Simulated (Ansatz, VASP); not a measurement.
**One calculation of WCl4F2, two programs**

```
W Cl F
1.0
     6.54934   -0.03667   -0.10279
     3.18534    5.94672    0.04821
     3.12707    2.10530    5.86546
W Cl F
1 4 2
Cartesian
  6.2947 8.0178 5.8715
  7.3504 6.3002 4.8005
  8.6043 4.4158 1.2845
  4.2535 3.6311 4.5816
  7.9184 2.0467 4.2403
  5.7403 1.3435 0.8021
  4.5548 5.9747 1.2687
```

Change from the starting cell: cell x1, atoms moved at random (sigma 0.05 Å) and cell strained at random (1.5 %), then relaxed without symmetry.

Alike in both runs: functional PBE; k mesh 4 × 4 × 2; occupations gaussian, width 0.1 eV; no spin polarisation.

Ansatz relaxed the structure, and its values are those at the end. VASP's run is a single point on that final structure, the one shown.

|  | VASP | Ansatz |
| --- | --- | --- |
| version | VASP 6.6.1 | Ansatz 0.2.0 |
| potentials or method | VASP PAW PBE potentials, release 64 (W_sv, Cl, F), cutoff 520 eV | scalar-relativistic, plane waves, PAW |
| valence electrons in the cell | 56 | 56 |

```csv
,VASP,Ansatz,Ansatz less VASP
gap on the k mesh at the Fermi level (eV),2.34,2.34,-0.005
least direct gap on the mesh (eV),2.36,2.36,-0.005
pressure (GPa),0.2,0.0,-0.20
rms of the force components (eV/Å),0.172,0.004,-0.1676
```

One of these differences is far larger than is usual between the two programs; its cause wasn't traced.

The k mesh is coarse, so the values compare programs but aren't converged. Neither program's run includes spin-orbit coupling.
